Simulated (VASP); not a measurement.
Set up this calculation in VASP 6.6.1, as the native input.

* Task: single point
* Functional: RPBE
* Dispersion: D4
* Potentials or basis: VASP PAW PBE potentials, release 64 (I, K_sv)
* Cutoff: 520 eV
* k mesh: 7 × 7 × 7
* Occupations: fermi-dirac, width 0.05 eV
* Spin: no spin polarisation
* Dipole correction: no
* Further INCAR settings: ALGO = Normal; EDIFF = 1e-07; NBANDS = 15

The structure of KI lies in POSCAR:

```
KI
1.0
    0.0000000000      3.5893070057      3.5893070057
    3.5893070057      0.0000000000      3.5893070057
    3.5893070057      3.5893070057      0.0000000000
I K
1 1
Direct
    0.5000000000      0.5000000000      0.5000000000
    0.0000000000      0.0000000000      0.0000000000
```

One way to write it, as run:

INCAR

```
ALGO = Normal
EDIFF = 1E-7
ENCUT = 520
GGA = RP
ISIF = 2
ISMEAR = -1
IVDW = 13
LASPH = True
LCHARG = True
LELF = True
LREAL = False
LVHAR = True
LWAVE = False
NBANDS = 15
NELM = 100
PREC = Accurate
SIGMA = 0.05
```

KPOINTS

```
k-points
0
Gamma
  7 7 7
```

Potentials or basis: VASP PAW PBE potentials, release 64 (I, K_sv).

Launch:

```bash
$ cat potpaw_PBE.64/I/POTCAR potpaw_PBE.64/K_sv/POTCAR > POTCAR
$ mpirun -np 1 vasp_std > vasp.out
```

Results of the run:

The pressure is 0.0 GPa. The band gap on the k mesh is 4.17 eV and the dispersion energy per atom is -0.233 eV.

Caveat: the PAW data sets were made with another functional, which shifts forces and pressure a little; spin-orbit coupling is left out, which moves the levels of the heavy elements; an odd mesh through Γ misses points on the zone boundary, where band edges can lie.

It took 28 s on 1 thread of Intel(R) Xeon(R) Platinum 8559C (Emerald Rapids), with other jobs on the host, peak memory 0.25 GiB.
